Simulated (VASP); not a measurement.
Set up this calculation in VASP 6.6.1, as the native input.

| Quantity | Value |
| --- | --- |
| Task | single point |
| Functional | PBEsol |
| Potentials or basis | VASP PAW PBE potentials, release 64 (P) |
| Cutoff | 520 eV |
| k mesh | 8 × 1 × 6 |
| Occupations | gaussian, width 0.05 eV |
| Spin | no spin polarisation |
| Dipole correction | no |
| Further INCAR settings | ALGO = Fast; EDIFF = 1e-06; NBANDS = 18 |

The structure of P lies in POSCAR:

```
P
1.0
    3.3612018400      0.0527785622     -0.0675268662
    0.5602486370     33.3587492207     -0.4148084566
   -0.0952545982     -0.0551231087      4.9546622948
P
4
Direct
    0.0314153720      0.9789205504      0.6081887492
   -0.0111448328      0.0300942134      0.4157315037
    0.5325748627      0.0227665259      0.0686989850
    0.4471545980      0.9682187103      0.9073807622
```

This cell differs from its parent crystal: atoms moved at random and the cell strained at random.

The input as run:

INCAR

```
SYSTEM = P
PREC     = Accurate       ! precision mode
ENCUT    = 520            ! plane-wave cutoff, eV
EDIFF    = 1E-6           ! SCF threshold, eV
ISMEAR   = 0              ! smearing method
SIGMA    = 0.05           ! smearing width, eV
LREAL    = .False.        ! projectors in reciprocal space
LASPH    = .True.         ! aspherical terms in the spheres
NELM     = 60             ! most SCF steps
ALGO     = Fast           ! electronic algorithm
ISIF     = 2              ! what is computed and relaxed
LWAVE    = .False.        ! write WAVECAR
LCHARG   = .False.        ! write CHGCAR
GGA      = PS             ! functional
NBANDS   = 18             ! bands
```

KPOINTS

```
Automatic mesh
0
Gamma
  8 1 6
  0 0 0
```

Potentials or basis: VASP PAW PBE potentials, release 64 (P).

The run is started by

```sh
$ cat potpaw_PBE.64/P/POTCAR > POTCAR
$ mpirun -np 1 vasp_std > vasp.out
```

Results of the run:

The largest force is 4.462 eV/Å and the band gap on the k mesh is 0.03 eV (least direct gap 0.05 eV).

Caveat: the cell differs from its parent crystal (atoms moved at random and the cell strained at random); the smearing spreads over this small gap; there is no dipole correction, which matters where the two faces differ; the PAW data sets were made with another functional, which shifts forces and pressure a little.

Run time: 15 min on 1 thread of Oxide Virtual Turin-like Processor, with other jobs on the host, peak memory 0.64 GiB.
